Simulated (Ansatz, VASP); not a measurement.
# One calculation of SiC, two programs

File INCAR:

```
SYSTEM = SiC
PREC = Accurate
ENCUT = 520
EDIFF = 1E-6
ISMEAR = -1
SIGMA = 0.02
LREAL = .FALSE.
LASPH = .TRUE.
NELM = 80
ALGO = Normal
ISIF = 2
LWAVE = .FALSE.
LCHARG = .TRUE.
GGA = PE
LELF = .TRUE.
LVHAR = .TRUE.
NBANDS = 11
```

The input KPOINTS:

```
regular mesh
0
G
  10 10 10
  0 0 0
```

POSCAR

```
SiC
1.0
    0.0523067572      2.1650175377      2.1650175377
    2.1650175377      0.0523067572      2.1650175377
    2.1650175377      2.1650175377      0.0523067572
Si C
1 1
Direct
    0.0012468765      0.0012468765      0.0012468765
    0.2487531235      0.2487531235      0.2487531235
```

Input for Ansatz:

```yaml
crystal:
  lattice:
    - [0.0523067572, 2.1650175377, 2.1650175377]
    - [2.1650175377, 0.0523067572, 2.1650175377]
    - [2.1650175377, 2.1650175377, 0.0523067572]
  atoms:
    - { symbol: Si, position: [0.0012468765, 0.0012468765, 0.0012468765] }
    - { symbol: C, position: [0.2487531235, 0.2487531235, 0.2487531235] }
kpoints:
  mp_grid: { grid: [10, 10, 10] }
  band_path:
    path:
      - [0.0, 0.0, 0.0]
      - [-0.5, -0.5, 0.0]
      - [-0.375, -0.375, 0.25]
      - [-0.375, 0.0, 0.375]
      - [0.0, 0.0, 0.5]
      - [-0.5, -0.25, 0.25]
      - [-0.005208, -0.002604, -0.002604]
      - [0.0, 0.5, 0.5]
    npoints: 1
hamiltonian:
  xc: pbe
scf:
  occupations: { method: fermi_dirac, width: 0.02 }
  n_extra_bands: 4
output:
  forces: true
  stress: true
  eigenvalues: true
```

Change from the starting cell: epitaxial_111 strain -3.0%.

Alike in both runs: task single point; functional PBE; k mesh 10 × 10 × 10; occupations fermi-dirac, width 0.02 eV; no spin polarisation.

|  | VASP | Ansatz |
| --- | --- | --- |
| version | VASP 6.6.1 | Ansatz 0.2.0 |
| potentials or method | VASP PAW PBE potentials, release 64 (Si, C) | plane waves, PAW |
| plane-wave cutoff (eV) | 520 | 420 |
| valence electrons in the cell | 8 | 8 |

Ansatz gave:

| Item | Value |
| --- | --- |
| gap on the k mesh at the Fermi level (eV) | 1.13 |
| pressure (GPa) | 17.5 |
| traceless stress, the component that is largest in VASP (GPa) | -6.71 |
| rms of the force components (eV/Å) | 0.026 |

**Question.** Estimate VASP's values.

**Answer.** gap on the k mesh at the Fermi level (eV): 1.13; pressure (GPa): 17.4; traceless stress, the component that is largest in VASP (GPa): -6.74; rms of the force components (eV/Å): 0.025.

Atom by atom the forces differ by 0.000 eV/Å (rms over components).
